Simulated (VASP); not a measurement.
# Pb (P6/mmm) in VASP: notebook

Pb is run at these levels: PBE; tasks: relaxation of cell and atoms, single point.

Everything below comes from runs of VASP 6.6.1. Logs are shortened: lines on timing, memory, paths and dates and some standing lists are left out, and cuts for length are marked.

**1. The cell of the first run**

It takes space group P6/mmm (No. 191, hexagonal). Conventional cell: a = 5.680 Å, b = 5.680 Å, c = 3.447 Å, α = 90.00°, β = 90.00°, γ = 120.00°. Within 4.5 Å of Pb (site symmetry 6/mmm) lie 14 Pb at 3.45 to 3.70 Å. Within 4.3 Å of Pb (site symmetry -6m2) lie 11 Pb at 3.28 to 3.70 Å.

**2. Relaxation of cell and atoms, PBE**

INCAR

```
SYSTEM = Pb
  PREC = Accurate
  ENCUT = 600
  EDIFF = 1E-7
  ISMEAR = 0
  SIGMA = 0.1
  LREAL = .False.
  LASPH = .True.
  NELM = 100
  ALGO = Normal
  ISIF = 3
  LWAVE = .False.
  LCHARG = .False.
  GGA = PE
  IBRION = 2
  NSW = 100
  EDIFFG = -0.01
```

KPOINTS

```
regular mesh
0
Gamma
  9 9 14
  0 0 0
```

POSCAR

```
Pb
1.0
    5.6802392589      0.0000000000      0.0000000000
   -2.8401196294      4.9192314977      0.0000000000
    0.0000000000      0.0000000000      3.4471254643
Pb
3
Direct
    0.0000000000      0.0000000000      0.0000000000
    0.3333333333      0.6666666667      0.5000000000
    0.6666666667      0.3333333333      0.5000000000
```

Potentials or basis: VASP PAW PBE potentials, release 64 (Pb_d).

The run is started by

```bash
cat potpaw_PBE.64/Pb_d/POTCAR > POTCAR
mpirun -np 1 vasp_std > vasp.out
```

OUTCAR:

```text
SYSTEM = Pb
   PREC = Accurate
   ENCUT = 600
   EDIFF = 1E-7
   ISMEAR = 0
   LREAL = .False.
   LASPH = .True.
   NELM = 100
   ISIF = 3
   GGA = PE
   IBRION = 2
   NSW = 100
   EDIFFG = -0.01

 ion  position               nearest neighbor table
   1  0.000  0.000  0.000-   2 3.70   3 3.70   2 3.70   3 3.70   2 3.70   2 3.70   3 3.70   3 3.70
                             3 3.70   3 3.70   2 3.70   2 3.70
   2  0.333  0.667  0.500-   3 3.28   3 3.28   3 3.28   1 3.70   1 3.70   1 3.70   1 3.70   1 3.70
                             1 3.70
   3  0.667  0.333  0.500-   2 3.28   2 3.28   2 3.28   1 3.70   1 3.70   1 3.70   1 3.70   1 3.70
                             1 3.70

  LATTYP: Found a hexagonal cell.
 ALAT       =     5.6802392589
 C/A-ratio  =     0.6068627231

  Lattice vectors:

 A1 = (   5.6802392589,   0.0000000000,   0.0000000000)
 A2 = (  -2.8401196294,   4.9192314977,   0.0000000000)
 A3 = (   0.0000000000,   0.0000000000,   3.4471254643)

Analysis of symmetry for initial positions (statically):
=====================================================================
 Subroutine PRICEL returns:
 Original cell was already a primitive cell.

 Routine SETGRP: Setting up the symmetry group for a
 hexagonal supercell.

 Subroutine GETGRP returns: Found 24 space group operations
 (whereof 24 operations were pure point group operations)
 out of a pool of 24 trial point group operations.

The static configuration has the point symmetry D_6h.

Analysis of symmetry for dynamics (positions and initial velocities):
=====================================================================
 Subroutine PRICEL returns:
 Original cell was already a primitive cell.

 Routine SETGRP: Setting up the symmetry group for a
 hexagonal supercell.

 Subroutine GETGRP returns: Found 24 space group operations
 (whereof 24 operations were pure point group operations)
 out of a pool of 24 trial point group operations.

The dynamic configuration has the point symmetry D_6h.

 Subroutine INISYM returns: Found 24 space group operations
 (whereof 24 operations are pure point group operations),
 and found     1 'primitive' translations

----------------------------------------------------------------------------------------

                                     Primitive cell

  volume of cell :      96.3210

  direct lattice vectors                    reciprocal lattice vectors
     5.680239259  0.000000000  0.000000000     0.176048922  0.101641893  0.000000000
    -2.840119629  4.919231498  0.000000000     0.000000000  0.203283785  0.000000000
     0.000000000  0.000000000  3.447125464     0.000000000  0.000000000  0.290096781

  length of vectors
     5.680239259  5.680239259  3.447125464     0.203283785  0.203283785  0.290096781

  position of ions in fractional coordinates (direct lattice)
     0.000000000  0.000000000  0.000000000
     0.333333333  0.666666667  0.500000000
     0.666666667  0.333333333  0.500000000

  ion indices of the primitive-cell ions
   primitive index   ion index
                 1           1
                 2           2
                 3           3

----------------------------------------------------------------------------------------

 KPOINTS: regular mesh

Automatic generation of k-mesh.
 Grid dimensions read from file:
 generate k-points for:    9    9   14

 Generating k-lattice:

  Cartesian coordinates                     Fractional coordinates (reciprocal lattice)
     0.019560991  0.011293544  0.000000000     0.111111111 -0.000000000  0.000000000
     0.000000000  0.022587087  0.000000000     0.000000000  0.111111111  0.000000000
     0.000000000  0.000000000  0.020721199     0.000000000  0.000000000  0.071428571

  Length of vectors
     0.022587087  0.022587087  0.020721199

  Shift w.r.t. Gamma in fractional coordinates (k-lattice)
     0.000000000  0.000000000  0.000000000

 Subroutine IBZKPT returns following result:
 ===========================================

 Found     96 irreducible k-points:

 Following reciprocal coordinates:
            Coordinates               Weight
  0.000000  0.000000  0.000000      1.000000
  0.111111  0.000000  0.000000      6.000000
  0.222222  0.000000  0.000000      6.000000
  0.333333 -0.000000  0.000000      6.000000
  0.444444  0.000000  0.000000      6.000000
  0.111111  0.111111  0.000000      6.000000
[... 16 lines left out ...]
  0.333333  0.222222  0.071429     24.000000
  0.333333  0.333333  0.071429      4.000000
 [... further k-points ...]
   k-points           NKPTS =     96   k-points in BZ     NKDIM =     96   number of bands    NBANDS=     25
   number of dos      NEDOS =    301   number of ions     NIONS =      3
   total plane-waves  NPLWV =  64512
   dimension x,y,z NGX =    48 NGY =   48 NGZ =   28
   dimension x,y,z NGXF=    96 NGYF=   96 NGZF=   56
   ions per type =               3
   NGX,Y,Z   is equivalent  to a cutoff of  14.05, 14.05, 13.50 a.u.
   NGXF,Y,Z  is equivalent  to a cutoff of  28.10, 28.10, 27.01 a.u.
 SYSTEM =  Pb
   PREC   = accura    normal or accurate (medium, high low for compatibility)
   ISTART =      0    job   : 0-new  1-cont  2-samecut
   ICHARG =      2    charge: 1-file 2-atom 10-const
   ISPIN  =      1    spin polarized calculation?
   LNONCOLLINEAR =      F non collinear calculations
   LSORBIT =      F    spin-orbit coupling
   LASPH  =      T    aspherical Exc in radial PAW
   ENCUT  =  600.0 eV  44.10 Ry    6.64 a.u.  11.34 11.34  6.88*2*pi/ulx,y,z
   NELM   =    100;   NELMIN=  2; NELMDL= -5     # of ELM steps
   EDIFF  = 0.1E-06   stopping-criterion for ELM
   LREAL  =      F    real-space projection
   EDIFFG = -.1E-01   stopping-criterion for IOM
   NSW    =    100    number of steps for IOM
   IBRION =      2    ionic relax: 0-MD 1-quasi-New 2-CG
   NFREE  =      1    steps in history (QN), initial steepest desc. (CG)
   ISIF   =      3    stress and relaxation
   ISYM   =      2    0-nonsym 1-usesym 2-fastsym
   POTIM  = 0.5000    time-step for ionic-motion
   TEBEG  =    0.0;   TEEND  =   0.0 temperature during run
   PSTRESS=    0.0 pullay stress
   NELECT =      42.0000    total number of electrons
   NUPDOWN=      -1.0000    fix difference up-down
   EMIN   =  10.00;   EMAX   =-10.00  energy-range for DOS
   EFERMI =   0.00;   METHOD = LEGACY
   ISMEAR =     0;   SIGMA  =   0.10  broadening in eV -4-tet -1-fermi 0-gaus
   EFERMI_NEDOS =   21; number of points for ismear=-14 and -15
   IALGO  =     38    algorithm
   IMIX   =      4    mixing-type and parameters
     AMIX     =   0.40;   BMIX     =  1.00
     AMIX_MAG =   1.60;   BMIX_MAG =  1.00
  volume/ion in A,a.u.               =      32.11       216.67
  Fermi-wavevector in a.u.,A,eV,Ry     =   1.241417  2.345937 20.968150  1.541116
  Thomas-Fermi vector in A             =   2.375815
   LORBIT       =      0    0 simple, 1 ext, 2 COOP (PROOUT), +10 PAW based schemes
   GGA     = PE    functional components
   LHFCALC =     F    Hartree Fock is set to
   AEXX    =    0.0000 exact exchange contribution
   IVDW    =     0    specifies the selected vdW correction
   LEPSILON=     F    determine dielectric tensor
   LRPA    =     F    only Hartree local field effects (RPA)
 conjugate gradient relaxation of ions
 non-spin polarized calculation
 Gauss-broadening in eV      SIGMA  =   0.10
  energy-cutoff  :      600.00
  volume of cell :       96.32
 maximum number of plane-waves:      3248
 NGX is ok and might be reduce to    48

 number of electron      41.9999998 magnetization

 Free energy of the ion-electron system (eV)
  ---------------------------------------------------
  ext. energy  EPLUGINS =         0.00000000
  ---------------------------------------------------
  free energy    TOTEN  =       -10.53349587 eV

  energy without entropy =      -10.52374590  energy(sigma->0) =      -10.52862088

 E-fermi :   6.6443     XC(G=0):  -9.9082

 val. band max:        6.6236092268   @ k =   0.3333  -0.0000   0.3571
 cond. band min:       6.6454001159   @ k =   0.2222   0.0000   0.0714
 fundamental gap:      0.0217908891
 Fermi energy:         6.6443225732

 k-point     1 :       0.0000    0.0000    0.0000
  band No.  band energies     occupation
      1     -10.6011      2.00000
      2     -10.4650      2.00000
      3     -10.4535      2.00000
      4     -10.4535      2.00000
      5     -10.3937      2.00000
      6     -10.3937      2.00000
[... 17 lines left out ...]
     24      13.3357      0.00000
     25      13.8637      0.00000

 k-point     2 :       0.1111    0.0000    0.0000
  band No.  band energies     occupation
      1     -10.5992      2.00000
      2     -10.4656      2.00000
      3     -10.4551      2.00000
      4     -10.4537      2.00000
      5     -10.3954      2.00000
      6     -10.3938      2.00000
[... 17 lines left out ...]
     24      12.9382      0.00000
     25      13.4079      0.00000

 k-point     3 :       0.2222    0.0000    0.0000
  band No.  band energies     occupation
      1     -10.5947      2.00000
      2     -10.4728      2.00000
      3     -10.4590      2.00000
      4     -10.4524      2.00000
      5     -10.3997      2.00000
      6     -10.3929      2.00000
[... 17 lines left out ...]
     24      11.2699      0.00000
     25      12.7696      0.00000

 k-point     4 :       0.3333   -0.0000    0.0000
  band No.  band energies     occupation
      1     -10.5897      2.00000
      2     -10.4894      2.00000
      3     -10.4632      2.00000
      4     -10.4492      2.00000
      5     -10.4044      2.00000
      6     -10.4039      2.00000
[... 17 lines left out ...]
     24      10.3027      0.00000
     25      11.5816      0.00000

 k-point     5 :       0.4444    0.0000    0.0000
  band No.  band energies     occupation
      1     -10.5866      2.00000
      2     -10.5031      2.00000
      3     -10.4657      2.00000
      4     -10.4467      2.00000
      5     -10.4110      2.00000
      6     -10.4072      2.00000
[... 17 lines left out ...]
     24      10.2782      0.00000
     25      10.9023      0.00000

 k-point     6 :       0.1111    0.1111    0.0000
  band No.  band energies     occupation
      1     -10.5961      2.00000
      2     -10.4694      2.00000
      3     -10.4576      2.00000
      4     -10.4535      2.00000
      5     -10.3978      2.00000
      6     -10.3941      2.00000
[... 17 lines left out ...]
     24      11.6631      0.00000
     25      13.2109      0.00000
[... 393 lines left out ...]
 k-point    21 :       0.4444    0.1111    0.0714
  band No.  band energies     occupation
      1     -10.5721      2.00000
      2     -10.4997      2.00000
      3     -10.4721      2.00000
      4     -10.4313      2.00000
      5     -10.4297      2.00000
      6     -10.4065      2.00000
[... 17 lines left out ...]
     24      10.4464      0.00000
     25      10.5579      0.00000

 k-point    22 :       0.2222    0.2222    0.0714
  band No.  band energies     occupation
      1     -10.5738      2.00000
      2     -10.4833      2.00000
      3     -10.4800      2.00000
      4     -10.4386      2.00000
      5     -10.4141      2.00000
      6     -10.4061      2.00000
[... 17 lines left out ...]
     24      10.0141      0.00000
     25      11.5263      0.00000

 k-point    23 :       0.3333    0.2222    0.0714
  band No.  band energies     occupation
      1     -10.5719      2.00000
      2     -10.4924      2.00000
      3     -10.4826      2.00000
      4     -10.4409      2.00000
      5     -10.4203      2.00000
      6     -10.4039      2.00000
[... 17 lines left out ...]
     24      10.6869      0.00000
     25      11.0665      0.00000

 k-point    24 :       0.3333    0.3333    0.0714
  band No.  band energies     occupation
      1     -10.5715      2.00000
      2     -10.4888      2.00000
      3     -10.4888      2.00000
      4     -10.4492      2.00000
      5     -10.4102      2.00000
      6     -10.4102      2.00000
[... 17 lines left out ...]
     24      10.8602      0.00000
     25      11.4897      0.00000

 [... further k-points ...]

------------------------ aborting loop because EDIFF is reached ----------------------------------------

  FORCE on cell =-STRESS in cart. coord.  units (eV):
  Direction    XX          YY          ZZ          XY          YZ          ZX
  --------------------------------------------------------------------------------------
  -------------------------------------------------------------------------------------
  Total       -0.0031622     -0.0031622      0.0034266     -0.0000000     -0.0000000     -0.0000000
  in kB       -0.0525987     -0.0525987      0.0569971     -0.0000000     -0.0000000     -0.0000000
  external PRESSURE =      -0.0160667 kB  Pullay stress =       0.0000000 kB

 VOLUME and BASIS-vectors are now :
 -----------------------------------------------------------------------------
  energy-cutoff  :      600.00
  volume of cell :       96.32
      direct lattice vectors                 reciprocal lattice vectors
     5.680239259  0.000000000  0.000000000     0.176048922  0.101641893  0.000000000
    -2.840119629  4.919231498  0.000000000     0.000000000  0.203283785  0.000000000
     0.000000000  0.000000000  3.447125464     0.000000000  0.000000000  0.290096781

 POSITION                                       TOTAL-FORCE (eV/Angst)
 -----------------------------------------------------------------------------------
      0.00000      0.00000      0.00000        -0.000000      0.000000     -0.000000
     -0.00000      3.27949      1.72356        -0.000000     -0.000000     -0.000000
      2.84012      1.63974      1.72356         0.000000      0.000000      0.000000
 -----------------------------------------------------------------------------------
    total drift:                               -0.000000      0.000000     -0.000000

  FREE ENERGIE OF THE ION-ELECTRON SYSTEM (eV)
  ---------------------------------------------------
  free  energy   TOTEN  =       -10.5334958678 eV

  energy  without entropy=      -10.5237459009  energy(sigma->0) =      -10.52862088

 reached required accuracy - stopping structural energy minimisation
```

It took 3.1 min on 1 thread of Intel Xeon Platinum 8259CL at 2.50GHz (Skylake/Cascade Lake), shared host; peak memory 0.38 GiB.

What came out:

```yaml
Free_energy: -10.5335 eV
Pressure_after_relaxing: 0.0 GPa
Band_gap_on_the_k_mesh: zero (band 21 reaches 8.36 eV, above the bottom of band 22 at 4.76 eV)
```

Final structure:
```xyz
3
Lattice="5.6802 0.0000 0.0000 -2.8401 4.9192 0.0000 0.0000 0.0000 3.4471" Properties=species:S:1:pos:R:3 pbc="T T T"
Pb    0.0000    0.0000    0.0000
Pb    0.0000    3.2795    1.7236
Pb    2.8401    1.6397    1.7236
```

Caveat: the relaxation stopped at its first step, so nothing moved; spin-orbit coupling is left out, which moves the levels of the heavy elements.

**3. Single point, PBE**

This run uses another cell than the first one: it holds 1 atom, not 3.

INCAR

```
SYSTEM = Pb
PREC = Accurate ; ENCUT = 520
EDIFF = 1E-6 ; ISMEAR = 0
SIGMA = 0.1 ; LREAL = .FALSE.
LASPH = .TRUE. ; NELM = 80
ALGO = Normal ; ISIF = 2
LWAVE = .FALSE. ; LCHARG = .TRUE.
GGA = PE ; LELF = .TRUE.
LVHAR = .TRUE. ; NBANDS = 13
```

KPOINTS

```
regular mesh
0
G
  6 6 6
  0 0 0
```

POSCAR

```
Pb
1.0
    3.3913488344      0.0000000000      0.0000000000
   -1.6956744172      2.9369942437      0.0000000000
    0.0000000000      0.0000000000      3.1687915671
Pb
1
Direct
    0.0000000000      0.0000000000      0.0000000000
```

Potentials or basis: VASP PAW PBE potentials, release 64 (Pb_d).

The run is started by

```bash
cat potpaw_PBE.64/Pb_d/POTCAR > POTCAR
mpirun -np 1 vasp_std > vasp.out
```

It took 4.3 s on 1 thread of Intel Xeon 6975P-C (Granite Rapids), shared host; peak memory 0.15 GiB.

The run converged. Its results:

- Free energy: -3.4629 eV
- Pressure: 2.0 GPa
- Band gap on the k mesh: zero (band 7 reaches 11.82 eV, above the bottom of band 8 at 4.47 eV)

Stress tensor (GPa, compression positive):
```
-0.57  0.00  0.00
 0.00 -0.57  0.00
 0.00  0.00  7.07
```

Levels at points of the mesh, in eV from the Fermi level:
```
           k point  band 3  band 4  band 5  band 6  band 7  band 8  band 9  band 10  band 11  band 12
(0.00, 0.00, 0.00)  -17.03  -16.73  -16.73  -11.59    5.08    6.42    6.42     8.76    10.00    10.57
(0.50, 0.00, 0.00)  -16.87  -16.76  -16.70   -8.34   -4.06    3.10    7.04     8.30    11.12    13.26
(0.00, 0.00, 0.50)  -16.92  -16.92  -16.86   -8.95   -4.31    9.11    9.11    11.43    11.99    13.80
(0.50, 0.00, 0.50)  -16.96  -16.69  -16.56   -5.76   -1.78   -1.43    3.73     5.48     9.41    10.28
```

Caveat: spin-orbit coupling is left out, which moves the levels of the heavy elements.

**4. Single point, PBE**

This run uses another cell than the first one: it holds 1 atom, not 3.

INCAR

```
PREC     = Accurate       # precision mode
ENCUT    = 520            # plane-wave cutoff, eV
EDIFF    = 1E-6           # SCF threshold, eV
ISMEAR   = 0              # smearing method
SIGMA    = 0.1            # smearing width, eV
LREAL    = False          # projectors in reciprocal space
LASPH    = True           # aspherical terms in the spheres
NELM     = 80             # most SCF steps
ALGO     = Fast           # electronic algorithm
ISIF     = 2              # what is computed and relaxed
LWAVE    = False          # write WAVECAR
LCHARG   = False          # write CHGCAR
GGA      = PE             # functional
NBANDS   = 13             # bands
```

KPOINTS

```
Automatic mesh
0
Gamma
  18 18 18
```

POSCAR

```
Pb
1.0
    3.4234927871      0.0000000000      0.0000000000
   -1.7117463936      2.9648317233      0.0000000000
    0.0000000000      0.0000000000      3.2664456583
Pb
1
Direct
    0.0000000000      0.0000000000      0.0000000000
```

The run is started by

```bash
cat potpaw_PBE.64/Pb_d/POTCAR > POTCAR
mpirun -np 1 vasp_std > vasp.out
```

It took 49 s on 1 thread of Intel Xeon 6975P-C (Granite Rapids), shared host; peak memory 0.26 GiB.

It converged, with:

- Free energy: -3.4606 eV
- Pressure: 0.0 GPa
- Band gap on the k mesh: zero (band 7 reaches 10.92 eV, above the bottom of band 8 at 4.13 eV)

Levels at points of the mesh, in eV from the Fermi level:
| k point | band 4 | band 5 | band 6 | band 7 | band 8 | band 9 | band 10 | band 11 |
| --- | --- | --- | --- | --- | --- | --- | --- | --- |
| (0.00, 0.00, 0.00) | -16.64 | -16.64 | -11.19 | 4.61 | 6.47 | 6.47 | 8.18 | 10.14 |
| (0.50, 0.00, 0.00) | -16.67 | -16.61 | -8.09 | -3.74 | 3.25 | 7.09 | 7.67 | 10.81 |
| (0.00, 0.00, 0.50) | -16.78 | -16.77 | -8.92 | -3.95 | 8.78 | 8.78 | 11.56 | 11.94 |
| (0.50, 0.00, 0.50) | -16.60 | -16.49 | -5.88 | -1.72 | -1.12 | 3.81 | 5.32 | 9.54 |

Caveat: spin-orbit coupling is left out, which moves the levels of the heavy elements.

**5. Single point, PBE**

This run uses another cell than the first one, of 36.08 Å³/atom, 1.124 times its volume.

INCAR

```
SYSTEM = Pb
  PREC = Accurate
  ENCUT = 520
  EDIFF = 1E-6
  ISMEAR = 0
  SIGMA = 0.1
  LREAL = .FALSE.
  LASPH = .TRUE.
  NELM = 100
  ALGO = Fast
  ISIF = 2
  LWAVE = .FALSE.
  LCHARG = .FALSE.
  GGA = PE
  NBANDS = 28
```

KPOINTS

```
regular mesh
0
G
  6 6 6
  0 0 0
```

POSCAR

```
Pb
1.0
    5.8856341892      0.0000000000      0.0000000000
   -2.9428170946      5.0971087252      0.0000000000
    0.0000000000      0.0000000000      3.6081496551
Pb
3
Direct
    0.0000000000      0.0000000000      0.0000000000
    0.3333333333      0.6666666667      0.5000000000
    0.6666666667      0.3333333333      0.5000000000
```

The run is started by

```bash
cat potpaw_PBE.64/Pb_d/POTCAR > POTCAR
mpirun -np 1 vasp_std > vasp.out
```

It took 41 s on 1 thread of Intel Xeon 6975P-C (Granite Rapids), shared host; peak memory 0.26 GiB.

The run converged. Its results:

```
Free energy            : -10.3891 eV
Pressure               : -3.7 GPa
Band gap on the k mesh : zero (band 21 reaches 6.56 eV, above the bottom of band 22 at 3.92 eV)
```

Stress tensor (GPa, compression positive):
```
-3.19  0.00  0.00
 0.00 -3.19  0.00
 0.00  0.00 -4.75
```

Levels at points of the mesh, in eV from the Fermi level:
```tsv
k point	band 17	band 18	band 19	band 20	band 21	band 22	band 23	band 24	band 25	band 26
(0.00, 0.00, 0.00)	-7.55	-7.15	-1.72	-1.72	-1.58	-1.58	2.44	6.12	6.15	6.24
(0.50, 0.00, 0.00)	-9.39	-7.83	-3.33	0.26	0.36	2.56	2.94	3.46	3.95	4.01
(0.00, 0.00, 0.50)	-7.76	-5.85	-2.00	-1.13	-0.27	-0.27	-0.09	0.89	0.89	2.16
(0.50, 0.00, 0.50)	-7.52	-7.16	-2.94	-2.45	-1.22	-0.99	0.54	2.63	3.40	3.59
```

Caveat: spin-orbit coupling is left out, which moves the levels of the heavy elements.

[end of part 1 of 2]
